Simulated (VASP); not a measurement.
A run of VASP 6.6.1 is set up as follows.

INCAR

```
ALGO = Normal
EDIFF = 1E-6
ENCUT = 520
GGA = PS
ISIF = 2
ISMEAR = 0
IVDW = 12
LASPH = T
LCHARG = F
LREAL = F
LWAVE = F
NBANDS = 16
NELM = 80
PREC = Accurate
SIGMA = 0.03
```

KPOINTS

```
k-points
0
Gamma
  12 12 8
```

Contents of POSCAR:

```
Se
1.0
    4.0262074447      0.0000000000      0.0000000000
   -2.0131037223      3.4867979280      0.0000000000
    0.0000000000      0.0000000000      4.9143888070
Se
3
Direct
    0.2610773134      0.0000000000      0.3333333333
    0.0000000000      0.2610773134      0.6666666667
    0.7389226866      0.7389226866      0.0000000000
```

Potentials or basis: VASP PAW PBE potentials, release 64 (Se).

Command:

```console
$ cat potpaw_PBE.64/Se/POTCAR > POTCAR
$ mpirun -np 1 vasp_std > vasp.out
```

**Question.** What does it give for the pressure?

**Answer.** -0.2 GPa.

**Question.** Estimate the band gap on the k mesh.

**Answer.** 0.27 eV (least direct gap 0.75 eV).

Stress tensor (GPa, compression positive):
```
-1.18  0.00  0.00
 0.00 -1.18  0.00
 0.00  0.00  1.80
```

Caveat: semilocal functionals underestimate gaps, and a narrow one can read as zero; the PAW data sets were made with another functional, which shifts forces and pressure a little. A k mesh can miss the band edges.
